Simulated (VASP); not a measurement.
The system is BP.

```xyz
2
Lattice="0.0000 2.3615 2.2302 2.3615 0.0000 2.2302 2.3615 2.3615 0.0000" Properties=species:S:1:pos:R:3 pbc="T T T"
B     0.0000    0.0000    0.0000
P     1.1808    1.1808    1.1151
```

This cell differs from its parent crystal: epitaxial xy strain +4.1%.

Program: VASP 6.6.1. Alike in all runs: task single point; potentials or basis VASP PAW PBE potentials, release 64 (B, P); no spin polarisation; cell as given; cutoff (eV) 520.

Problem. Order these runs on this cell by their band gap on the k mesh, lowest first.
A. level PBE; k mesh 10 × 10 × 10; smearing fermi-dirac 0.02 eV
B. level HSE06; k mesh 6 × 6 × 6; smearing gaussian 0.01 eV; grid for exact exchange (PRECFOCK) Normal; share of exact exchange 0.25; screening parameter 0.2079 1/Å
C. level r2SCAN; k mesh 10 × 10 × 10; smearing gaussian 0.01 eV

Solution. A (0.51 eV), C (0.66 eV), B (1.33 eV).

Caveats: the cell stands under tension.

A k mesh can miss the band edges.
